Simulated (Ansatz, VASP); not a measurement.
Two plane-wave programs on HfO2

```
CELL_PARAMETERS angstrom
5.09761 0.00000 0.00000
0.00000 -5.09761 0.00000
0.00000 0.00000 -5.09761
ATOMIC_POSITIONS crystal
Hf 0.02497 0.02497 0.00000
Hf 0.50000 0.50000 0.00000
Hf 0.50000 0.00000 0.50000
Hf 0.00000 0.50000 0.50000
O 0.25000 0.25000 0.25000
O 0.75000 0.75000 0.25000
O 0.75000 0.25000 0.75000
O 0.25000 0.75000 0.75000
O 0.75000 0.75000 0.75000
O 0.25000 0.25000 0.75000
O 0.25000 0.75000 0.25000
O 0.75000 0.25000 0.25000
```

Alike in both runs: task single point; functional PBE; k mesh 6 × 6 × 6; occupations gaussian, width 0.05 eV; no spin polarisation.

```csv
,VASP,Ansatz
version,VASP 6.6.1,Ansatz 0.2.0
potentials or method,"VASP PAW PBE potentials, release 64 (Hf_pv, O), cutoff 520 eV","scalar-relativistic, plane waves, PAW"
valence electrons in the cell,88,152
```

```tsv
	VASP	Ansatz	Ansatz less VASP
gap on the k mesh at the Fermi level (eV)	3.52	3.53	+0.007
least direct gap on the mesh (eV)	3.52	3.53	+0.007
pressure (GPa)	-2.6	1.0	+3.60
traceless stress, the component that is largest in VASP (GPa)	-1.04	-1.04	-0.003
rms of the force components (eV/Å)	0.659	0.668	+0.0085
```

Atom by atom the forces differ by 0.016 eV/Å (rms over components). VASP's potentials hold 88 valence electrons a cell and Ansatz's 152, so a difference there can come from the potentials and not from the codes.

Spin-orbit coupling is off throughout.
